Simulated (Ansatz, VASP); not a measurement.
# AlRu in VASP and in Ansatz

Contents of INCAR:

```
SYSTEM = AlRu
ALGO = Fast
EDIFF = 1E-6
ENCUT = 520
GGA = PE
ISIF = 2
ISMEAR = 0
LASPH = .True.
LCHARG = .False.
LREAL = .False.
LWAVE = .False.
NBANDS = 16
NELM = 80
PREC = Accurate
SIGMA = 0.15
```

The input KPOINTS:

```
k-points
0
Gamma
  16 16 16
  0 0 0
```

Contents of POSCAR:

```
AlRu
1.0
    2.9916000000      0.0000000000      0.0000000000
    0.0000000000      2.9916000000      0.0000000000
    0.0000000000      0.0000000000      2.9916000000
Al Ru
1 1
Direct
    0.0000000000      0.0292485626      0.0000000000
    0.5000000000      0.5000000000      0.5000000000
```

Input for Ansatz:

```yaml
crystal:
  lattice:
    - [2.9916, 0.0, 0.0]
    - [0.0, 2.9916, 0.0]
    - [0.0, 0.0, 2.9916]
  atoms:
    - { symbol: Al, position: [0.0, 0.0292485626, 0.0] }
    - { symbol: Ru, position: [0.5, 0.5, 0.5] }
basis:
  ecutwfc: 420
kpoints:
  mp_grid: { grid: [16, 16, 16] }
hamiltonian:
  xc: pbe
scf:
  occupations: { method: gaussian, width: 0.15 }
output:
  forces: true
  stress: true
  eigenvalues: true
```

Change from the starting cell: all Al atoms moved +0.087 Å, as atom 1 along Cartesian [0 1 0].

Alike in both runs: task single point; functional PBE; k mesh 16 × 16 × 16; occupations gaussian, width 0.15 eV; no spin polarisation.

|  | VASP | Ansatz |
| --- | --- | --- |
| version | VASP 6.6.1 | Ansatz 0.2.0 |
| potentials or method | VASP PAW PBE potentials, release 64 (Al, Ru_pv), cutoff 520 eV | scalar-relativistic, plane waves, PAW |
| valence electrons in the cell | 17 | 19 |

```tsv
	VASP	Ansatz	Ansatz less VASP
gap on the k mesh at the Fermi level (eV)	none	none	-
pressure (GPa)	3.1	3.2	+0.06
traceless stress, the component that is largest in VASP (GPa)	-0.41	-0.40	+0.007
rms of the force components (eV/Å)	0.395	0.392	-0.0026
```

Atom by atom the forces differ by 0.003 eV/Å (rms over components). A gap of «none» marks a metal or a gap that the smearing closes. VASP's potentials hold 17 valence electrons a cell and Ansatz's 19, so a difference there can come from the potentials and not from the codes.
